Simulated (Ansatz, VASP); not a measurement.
# Na: VASP beside Ansatz

File INCAR:

```
SYSTEM = Na
PREC = Accurate
ENCUT = 520
EDIFF = 1E-7
ISMEAR = 0
SIGMA = 0.15
LREAL = .False.
LASPH = .True.
NELM = 100
ALGO = Fast
ISIF = 2
LWAVE = .False.
LCHARG = .False.
GGA = PE
NBANDS = 10
```

The input KPOINTS:

```
regular mesh
0
Gamma
  16 16 16
  0 0 0
```

File POSCAR:

```
Na
1.0
   -2.1175000000      2.1175000000      2.1810250000
    2.1175000000     -2.1175000000      2.1810250000
    2.1175000000      2.1175000000     -2.1810250000
Na
1
Direct
    0.0000000000      0.0000000000      0.0000000000
```

Input for Ansatz:

```yaml
crystal:
  lattice:
    - [-2.1175, 2.1175, 2.181025]
    - [2.1175, -2.1175, 2.181025]
    - [2.1175, 2.1175, -2.181025]
  atoms:
    - { symbol: Na, position: [0.0, 0.0, 0.0] }
basis:
  ecutwfc: 420
kpoints:
  mp_grid: { grid: [16, 16, 16] }
hamiltonian:
  xc: pbe
scf:
  occupations: { method: gaussian, width: 0.15 }
output:
  forces: true
  stress: true
  eigenvalues: true
```

Change from the starting cell: strain +0.000 along x and y, +0.030 along z, atoms carried along.

Alike in both runs: task single point; functional PBE; k mesh 16 × 16 × 16; occupations gaussian, width 0.15 eV; no spin polarisation.

|  | VASP | Ansatz |
| --- | --- | --- |
| version | VASP 6.6.1 | Ansatz 0.2.0 |
| potentials or method | VASP PAW PBE potentials, release 64 (Na_pv), cutoff 520 eV | scalar-relativistic, plane waves, PAW |
| valence electrons in the cell | 7 | 9 |

```csv
,VASP,Ansatz,Ansatz less VASP
gap on the k mesh at the Fermi level (eV),none,none,-
pressure (GPa),-0.4,-0.4,+0.01
```

A gap of «none» marks a metal or a gap that the smearing closes. VASP's potentials hold 7 valence electrons a cell and Ansatz's 9, so a difference there can come from the potentials and not from the codes.
